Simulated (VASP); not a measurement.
# Mg (I4/mmm) in VASP: notebook, part 2 of 3

VASP 6.6.1. Earlier steps stand in the parts before.

### 4 Single point, PBEsol

This run uses another cell than the first one, of 24.35 Å³/atom.

INCAR reads:

```
PREC = Accurate
ENCUT = 520
EDIFF = 1E-6
ISMEAR = 0
SIGMA = 0.15
LREAL = F
LASPH = T
NELM = 60
ALGO = Normal
ISIF = 2
LWAVE = F
LCHARG = T
GGA = PS
LELF = T
LVHAR = T
NBANDS = 7
```

KPOINTS reads:

```
Automatic mesh
0
Gamma
  18 18 18
```

POSCAR reads:

```
Mg
1.0
   -1.8219578674      1.8219578674      1.8339000000
    1.8219578674     -1.8219578674      1.8339000000
    1.8219578674      1.8219578674     -1.8339000000
Mg
1
Direct
    0.0000000000      0.0000000000      0.0000000000
```

Potentials or basis: VASP PAW PBE potentials, release 64 (Mg).

Launch:

```console
$ cat potpaw_PBE.64/Mg/POTCAR > POTCAR
$ mpirun -np 1 vasp_std > vasp.out
```

OUTCAR:

```text
PREC = Accurate
   ENCUT = 520
   EDIFF = 1E-6
   ISMEAR = 0
   LREAL = F
   LASPH = T
   NELM = 60
   ISIF = 2
   GGA = PS

 ion  position               nearest neighbor table
   1  0.000  0.000  0.000-

  LATTYP: Found a body centered tetragonal cell.
 ALAT       =     3.6439157348
 C/A-ratio  =     1.0065545602

  Lattice vectors:

 A1 = (  -1.8219578674,   1.8219578674,   1.8339000000)
 A2 = (   1.8219578674,  -1.8219578674,   1.8339000000)
 A3 = (   1.8219578674,   1.8219578674,  -1.8339000000)

Analysis of symmetry for initial positions (statically):
=====================================================================
 Subroutine PRICEL returns:
 Original cell was already a primitive cell.

 Routine SETGRP: Setting up the symmetry group for a
 body centered tetragonal supercell.

 Subroutine GETGRP returns: Found 16 space group operations
 (whereof 16 operations were pure point group operations)
 out of a pool of 16 trial point group operations.

The static configuration has the point symmetry D_4h.

Analysis of symmetry for dynamics (positions and initial velocities):
=====================================================================
 Subroutine PRICEL returns:
 Original cell was already a primitive cell.

 Routine SETGRP: Setting up the symmetry group for a
 body centered tetragonal supercell.

 Subroutine GETGRP returns: Found 16 space group operations
 (whereof 16 operations were pure point group operations)
 out of a pool of 16 trial point group operations.

The dynamic configuration has the point symmetry D_4h.

 Subroutine INISYM returns: Found 16 space group operations
 (whereof 16 operations are pure point group operations),
 and found     1 'primitive' translations

----------------------------------------------------------------------------------------

                                     Primitive cell

  volume of cell :      24.3507

  direct lattice vectors                    reciprocal lattice vectors
    -1.821957867  1.821957867  1.833900000     0.000000000  0.274430056  0.272643001
     1.821957867 -1.821957867  1.833900000     0.274430056  0.000000000  0.272643001
     1.821957867  1.821957867 -1.833900000     0.274430056  0.274430056  0.000000000

  length of vectors
     3.162633420  3.162633420  3.162633420     0.386841133  0.386841133  0.388102707

  position of ions in fractional coordinates (direct lattice)
     0.000000000  0.000000000  0.000000000

  ion indices of the primitive-cell ions
   primitive index   ion index
                 1           1

----------------------------------------------------------------------------------------

 KPOINTS: Automatic mesh

Automatic generation of k-mesh.
 Grid dimensions read from file:
 generate k-points for:   18   18   18

 Generating k-lattice:

  Cartesian coordinates                     Fractional coordinates (reciprocal lattice)
     0.000000000  0.015246114  0.015146833     0.055555556  0.000000000  0.000000000
     0.015246114  0.000000000  0.015146833     0.000000000  0.055555556  0.000000000
     0.015246114  0.015246114  0.000000000     0.000000000  0.000000000  0.055555556

  Length of vectors
     0.021491174  0.021491174  0.021561262

  Shift w.r.t. Gamma in fractional coordinates (k-lattice)
     0.000000000  0.000000000  0.000000000

 Subroutine IBZKPT returns following result:
 ===========================================

 Found    480 irreducible k-points:

 Following reciprocal coordinates:
            Coordinates               Weight
  0.000000  0.000000  0.000000      1.000000
  0.055556  0.000000  0.000000      8.000000
  0.111111  0.000000  0.000000      8.000000
  0.166667 -0.000000  0.000000      8.000000
  0.222222 -0.000000  0.000000      8.000000
  0.277778  0.000000  0.000000      8.000000
[... 16 lines left out ...]
 -0.277778  0.055556  0.000000     16.000000
 -0.222222  0.055556 -0.000000     16.000000
 [... further k-points ...]
   k-points           NKPTS =    480   k-points in BZ     NKDIM =    480   number of bands    NBANDS=      7
   number of dos      NEDOS =    301   number of ions     NIONS =      1
   total plane-waves  NPLWV =  13824
   dimension x,y,z NGX =    24 NGY =   24 NGZ =   24
   dimension x,y,z NGXF=    48 NGYF=   48 NGZF=   48
   ions per type =               1
   NGX,Y,Z   is equivalent  to a cutoff of  12.62, 12.62, 12.62 a.u.
   NGXF,Y,Z  is equivalent  to a cutoff of  25.23, 25.23, 25.23 a.u.
 SYSTEM =  unknown system
   PREC   = accura    normal or accurate (medium, high low for compatibility)
   ISTART =      0    job   : 0-new  1-cont  2-samecut
   ICHARG =      2    charge: 1-file 2-atom 10-const
   ISPIN  =      1    spin polarized calculation?
   LNONCOLLINEAR =      F non collinear calculations
   LSORBIT =      F    spin-orbit coupling
   LASPH  =      T    aspherical Exc in radial PAW
   ENCUT  =  520.0 eV  38.22 Ry    6.18 a.u.   5.88  5.88  5.88*2*pi/ulx,y,z
   NELM   =     60;   NELMIN=  2; NELMDL= -5     # of ELM steps
   EDIFF  = 0.1E-05   stopping-criterion for ELM
   LREAL  =      F    real-space projection
   EDIFFG = 0.1E-04   stopping-criterion for IOM
   NSW    =      0    number of steps for IOM
   IBRION =     -1    ionic relax: 0-MD 1-quasi-New 2-CG
   NFREE  =      0    steps in history (QN), initial steepest desc. (CG)
   ISIF   =      2    stress and relaxation
   ISYM   =      2    0-nonsym 1-usesym 2-fastsym
   POTIM  = 0.5000    time-step for ionic-motion
   TEBEG  =    0.0;   TEEND  =   0.0 temperature during run
   PSTRESS=    0.0 pullay stress
   NELECT =       2.0000    total number of electrons
   NUPDOWN=      -1.0000    fix difference up-down
   EMIN   =  10.00;   EMAX   =-10.00  energy-range for DOS
   EFERMI =   0.00;   METHOD = LEGACY
   ISMEAR =     0;   SIGMA  =   0.15  broadening in eV -4-tet -1-fermi 0-gaus
   EFERMI_NEDOS =   21; number of points for ismear=-14 and -15
   IALGO  =     38    algorithm
   IMIX   =      4    mixing-type and parameters
     AMIX     =   0.40;   BMIX     =  1.00
     AMIX_MAG =   1.60;   BMIX_MAG =  1.00
  volume/ion in A,a.u.               =      24.35       164.33
  Fermi-wavevector in a.u.,A,eV,Ry     =   0.711619  1.344764  6.890008  0.506401
  Thomas-Fermi vector in A             =   1.798778
   LORBIT       =      0    0 simple, 1 ext, 2 COOP (PROOUT), +10 PAW based schemes
   GGA     = PS    functional components
   LHFCALC =     F    Hartree Fock is set to
   AEXX    =    0.0000 exact exchange contribution
   IVDW    =     0    specifies the selected vdW correction
   LEPSILON=     F    determine dielectric tensor
   LRPA    =     F    only Hartree local field effects (RPA)
 non-spin polarized calculation
 Gauss-broadening in eV      SIGMA  =   0.15
  energy-cutoff  :      520.00
  volume of cell :       24.35
 maximum number of plane-waves:       682
   NGX = 11   NGY = 11   NGZ = 11

 number of electron       2.0000000 magnetization

 Free energy of the ion-electron system (eV)
  ---------------------------------------------------
  ext. energy  EPLUGINS =         0.00000000
  ---------------------------------------------------
  free energy    TOTEN  =        -1.68157187 eV

  energy without entropy =       -1.67732169  energy(sigma->0) =       -1.67944678

 E-fermi :   2.3234     XC(G=0):  -8.3540

 val. band max:        2.3144481613   @ k =   0.3333   0.2778   0.0556
 cond. band min:       2.3244396809   @ k =  -0.3889   0.4444   0.3333
 fundamental gap:      0.0099915196
 Fermi energy:         2.3233630173

 k-point     1 :       0.0000    0.0000    0.0000
  band No.  band energies     occupation
      1      -4.3815      2.00000
      2      14.8767      0.00000
      3      14.8767      0.00000
      4      15.0004      0.00000
      5      16.5976      0.00000
      6      16.6556      0.00000
      7      16.6558      0.00000
[... 221 lines left out ...]
 k-point    24 :      -0.2222    0.0556   -0.0000
  band No.  band energies     occupation
      1      -3.4775      2.00000
      2       9.4936      0.00000
      3      11.7357      0.00000
      4      12.7899      0.00000
      5      14.4731      0.00000
      6      15.4487      0.00000
      7      17.0381      0.00000

 [... further k-points ...]

------------------------ aborting loop because EDIFF is reached ----------------------------------------

  FORCE on cell =-STRESS in cart. coord.  units (eV):
  Direction    XX          YY          ZZ          XY          YZ          ZX
  --------------------------------------------------------------------------------------
  -------------------------------------------------------------------------------------
  Total       -0.3889150     -0.3889150     -0.3856580      0.0000000     -0.0000000      0.0000000
  in kB      -25.5889806    -25.5889806    -25.3746854      0.0000000     -0.0000000      0.0000000
  external PRESSURE =     -25.5175488 kB  Pullay stress =       0.0000000 kB

 VOLUME and BASIS-vectors are now :
 -----------------------------------------------------------------------------
  energy-cutoff  :      520.00
  volume of cell :       24.35
      direct lattice vectors                 reciprocal lattice vectors
    -1.821957867  1.821957867  1.833900000     0.000000000  0.274430056  0.272643001
     1.821957867 -1.821957867  1.833900000     0.274430056  0.000000000  0.272643001
     1.821957867  1.821957867 -1.833900000     0.274430056  0.274430056  0.000000000

 POSITION                                       TOTAL-FORCE (eV/Angst)
 -----------------------------------------------------------------------------------
      0.00000      0.00000      0.00000        -0.000000     -0.000000      0.000000
 -----------------------------------------------------------------------------------
    total drift:                               -0.000000      0.000000      0.000000

  FREE ENERGIE OF THE ION-ELECTRON SYSTEM (eV)
  ---------------------------------------------------
  free  energy   TOTEN  =        -1.6815718721 eV

  energy  without entropy=       -1.6773216868  energy(sigma->0) =       -1.67944678
```

OSZICAR:

```text
N       E                     dE             d eps       ncg     rms          rms(c)
DAV:   1    -0.105359958527E+01   -0.10536E+01   -0.76206E+02  7203   0.191E+02
DAV:   2    -0.169084327472E+01   -0.63724E+00   -0.61021E+00  8848   0.106E+01
DAV:   3    -0.169332972456E+01   -0.24864E-02   -0.24848E-02  8589   0.748E-01
DAV:   4    -0.169333429675E+01   -0.45722E-05   -0.45722E-05  9639   0.234E-02
DAV:   5    -0.169333431474E+01   -0.17997E-07   -0.17770E-07  8687   0.856E-04    0.690E-01
DAV:   6    -0.168717568736E+01    0.61586E-02   -0.45796E-04  7574   0.118E-01    0.440E-01
DAV:   7    -0.168156698624E+01    0.56087E-02   -0.20033E-03  7084   0.219E-01    0.242E-02
DAV:   8    -0.168157198386E+01   -0.49976E-05   -0.14700E-05  9807   0.228E-02    0.556E-03
DAV:   9    -0.168157187210E+01    0.11176E-06   -0.58951E-07  7357   0.273E-03
   1 F= -.16815719E+01 E0= -.16794468E+01  d E =-.425019E-02
```

Run time: 13 s. Hardware: 1 thread of Intel Xeon 6975P-C (Granite Rapids), shared host; peak memory 0.2 GiB.

What came out:

```
Free energy            : -1.6816 eV
Pressure               : -2.6 GPa
Band gap on the k mesh : zero (bands 1 and 2 overlap by 4.52 eV)
```

Caveat: the PAW data sets were made with another functional, which shifts forces and pressure a little.

[end of part 2 of 3]
